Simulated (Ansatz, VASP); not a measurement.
## Ni in VASP and in Ansatz

The input INCAR:

```
SYSTEM = Ni
PREC = Accurate
ENCUT = 520
EDIFF = 1E-6
ISMEAR = 0
SIGMA = 0.1
LREAL = .FALSE.
LASPH = .TRUE.
NELM = 150
ALGO = Normal
ISIF = 2
LWAVE = .FALSE.
LCHARG = .TRUE.
ISPIN = 2
MAGMOM = 0.75 0.75 0.75 0.75 0.75 0.75 0.75 0.75
LORBIT = 11
LMAXMIX = 4
LDIPOL = .TRUE.
IDIPOL = 3
DIPOL = 0.5 0.5 0.500
GGA = PE
LVHAR = .TRUE.
LVACPOTAV = .TRUE.
NBANDS = 54
KPAR = 4
```

File KPOINTS:

```
regular mesh
0
G
  14 14 1
  0 0 0
```

POSCAR

```
Ni
1.0
    2.4879379460      0.0000000000      0.0000000000
    0.0000000000      2.4879379460      0.0000000000
    0.0000000000      0.0000000000     27.3146645496
Ni
8
Direct
    0.5000000000      0.5000000000      0.2745777817
    0.0000000000      0.0000000000      0.3389841298
    0.5000000000      0.5000000000      0.4033904779
    0.0000000000      0.0000000000      0.4677968260
    0.5000000000      0.5000000000      0.5322031740
    0.0000000000      0.0000000000      0.5966095221
    0.5000000000      0.5000000000      0.6610158702
    0.0000000000      0.0000000000      0.7254222183
```

Input for Ansatz:

```yaml
crystal:
  lattice:
    - [2.487937946, 0.0, 0.0]
    - [0.0, 2.487937946, 0.0]
    - [0.0, 0.0, 27.3146645496]
  atoms:
    - { symbol: Ni, position: [0.5, 0.5, 0.2745777817], spin: 0.75 }
    - { symbol: Ni, position: [0.0, 0.0, 0.3389841298], spin: 0.75 }
    - { symbol: Ni, position: [0.5, 0.5, 0.4033904779], spin: 0.75 }
    - { symbol: Ni, position: [0.0, 0.0, 0.467796826], spin: 0.75 }
    - { symbol: Ni, position: [0.5, 0.5, 0.532203174], spin: 0.75 }
    - { symbol: Ni, position: [0.0, 0.0, 0.5966095221], spin: 0.75 }
    - { symbol: Ni, position: [0.5, 0.5, 0.6610158702], spin: 0.75 }
    - { symbol: Ni, position: [0.0, 0.0, 0.7254222183], spin: 0.75 }
basis:
  ecutwfc: 420
kpoints:
  mp_grid: { grid: [14, 14, 1] }
hamiltonian:
  xc: pbe
scf:
  occupations: { method: gaussian, width: 0.1 }
output:
  forces: true
  stress: true
  eigenvalues: true
  populations: true
  write_density: true
  write_potential: true
  elf: true
  volumetric_format: npy
magnetization:
  spin_polarized: true
efield:
  axis: 3
  dipole_correction: true
```

Alike in both runs: task single point; functional PBE; k mesh 14 × 14 × 1; occupations gaussian, width 0.1 eV; collinear spin.

```csv
,VASP,Ansatz
version,VASP 6.6.1,Ansatz 0.2.0
potentials or method,"VASP PAW PBE potentials, release 64 (Ni), cutoff 520 eV","scalar-relativistic, plane waves, PAW"
valence electrons in the cell,80,144
```

```tsv
	VASP	Ansatz	Ansatz less VASP
gap on the k mesh at the Fermi level (eV)	none	none	-
rms of the force components (eV/Å)	0.143	0.147	+0.0037
net moment per atom (μB)	0.64	0.65	+0.013
size of the moment on the site where the two differ most (μB)	0.63	0.67	+0.042
work function, face that differs most (eV)	4.89	4.92	+0.032
```

Site moments also hang on the region over which each program counts them. Atom by atom the forces differ by 0.004 eV/Å (rms over components). A gap of «none» marks a metal or a gap that the smearing closes. VASP's potentials hold 80 valence electrons a cell and Ansatz's 144, so a difference there can come from the potentials and not from the codes. Ansatz's warnings: xc potential rough in thin density.
